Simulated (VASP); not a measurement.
Write the native input for VASP 6.6.1 that does the following.

```
Task                   : single point
Functional             : PBEsol
Potentials or basis    : VASP PAW PBE potentials, release 64 (Mo_sv)
Cutoff                 : 520 eV
k mesh                 : 18 × 18 × 18
Occupations            : gaussian, width 0.15 eV
Spin                   : no spin polarisation
Dipole correction      : no
Further INCAR settings : ALGO = Normal; EDIFF = 1e-06; NBANDS = 13
```

The structure of Mo lies in POSCAR:

```
Mo
1.0
    2.8175757091      0.0000000000      0.0000000000
   -1.4087878546      2.4400921412      0.0000000000
    0.0000000000      0.0000000000      2.6318361210
Mo
1
Direct
    0.0000000000      0.0000000000      0.5000000000
```

This cell differs from its parent crystal: strain +0.030 along x and y, +0.030 along z.

One way to write it, as run:

INCAR

```
SYSTEM = Mo
PREC = Accurate
ENCUT = 520
EDIFF = 1E-6
ISMEAR = 0
SIGMA = 0.15
LREAL = .False.
LASPH = .True.
NELM = 80
ALGO = Normal
ISIF = 2
LWAVE = .False.
LCHARG = .False.
GGA = PS
NBANDS = 13
```

KPOINTS

```
regular mesh
0
Gamma
  18 18 18
  0 0 0
```

Potentials or basis: VASP PAW PBE potentials, release 64 (Mo_sv).

Launch:

```console
$ cat potpaw_PBE.64/Mo_sv/POTCAR > POTCAR
$ mpirun -np 1 vasp_std > vasp.out
```

It gave:

| Quantity | Value |
| --- | --- |
| Pressure | -19.0 GPa |
| Band gap on the k mesh | zero (band 7 reaches 10.98 eV, above the bottom of band 8 at 9.37 eV) |

Caveat: the cell differs from its parent crystal (strain +0.030 along x and y, +0.030 along z); the PAW data sets were made with another functional, which shifts forces and pressure a little.

It took 35 s on 1 thread of AMD EPYC 9R45 96-Core Processor (Zen 5) (shared host), peak memory 0.16 GiB.
